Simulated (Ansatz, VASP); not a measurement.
## SiC in VASP and in Ansatz

Contents of INCAR:

```
SYSTEM = SiC
PREC     = Accurate       ! precision mode
ENCUT    = 600            ! plane-wave cutoff, eV
EDIFF    = 1E-6           ! SCF threshold, eV
ISMEAR   = 0              ! smearing method
SIGMA    = 0.01           ! smearing width, eV
LREAL    = .False.        ! projectors in reciprocal space
LASPH    = .True.         ! aspherical terms in the spheres
NELM     = 120            ! most SCF steps
ALGO     = Normal         ! electronic algorithm
ISIF     = 2              ! what is computed and relaxed
LWAVE    = .False.        ! write WAVECAR
LCHARG   = .True.         ! write CHGCAR
GGA      = PE             ! functional
LELF     = .True.         ! ELF
LVHAR    = .True.       
NBANDS   = 16             ! bands
GGA_COMPAT= .False.
```

KPOINTS

```
regular mesh
0
Gamma
  6 6 4
  0 0 0
```

File POSCAR:

```
SiC
1.0
    3.0760000000      0.0000000000      0.0000000000
   -1.5380000000      2.6638941420      0.0000000000
    0.0000000000      0.0000000000      5.0480000000
Si C
2 2
Direct
    0.3333333333      0.6666666667      0.0000000000
    0.6666666667      0.3333333333      0.5000000000
    0.3333333333      0.6666666667      0.3850000000
    0.6666666667      0.3333333333      0.8850000000
```

Input for Ansatz:

```yaml
crystal:
  lattice:
    a: 3.076
    b: 3.076
    c: 5.048
    alpha: 90.0
    beta: 90.0
    gamma: 120.0
  space_group: 186
  atoms:
    - { symbol: Si, position: [0.3333333333333333, 0.6666666666666666, 0.0] }
    - { symbol: C, position: [0.3333333333333333, 0.6666666666666666, 0.385] }
kpoints:
  mp_grid:
    grid: [6, 6, 4]
hamiltonian:
  xc: pbe
  pseudopotentials:
    kind: paw
scf:
  occupations:
    method: fixed
output:
  forces: true
  stress: true
  eigenvalues: true
```

Alike in both runs: task single point; functional PBE; k mesh 6 × 6 × 4; no spin polarisation.

|  | VASP | Ansatz |
| --- | --- | --- |
| version | VASP 6.6.1 | Ansatz 0.2.0 |
| potentials or method | VASP PAW PBE potentials, release 64 (Si, C) | plane waves, PAW |
| plane-wave cutoff (eV) | 600 | 420 |
| occupations | gaussian, width 0.01 eV | fixed |
| valence electrons in the cell | 16 | 16 |

|  | VASP | Ansatz | Ansatz less VASP |
| --- | --- | --- | --- |
| gap on the k mesh at the Fermi level (eV) | 2.32 | 2.32 | +0.002 |
| pressure (GPa) | 3.5 | 3.7 | +0.20 |
| traceless stress, the component that is largest in VASP (GPa) | -3.32 | -3.34 | -0.021 |
| rms of the force components (eV/Å) | 0.430 | 0.430 | +0.0001 |

Atom by atom the forces differ by 0.000 eV/Å (rms over components).
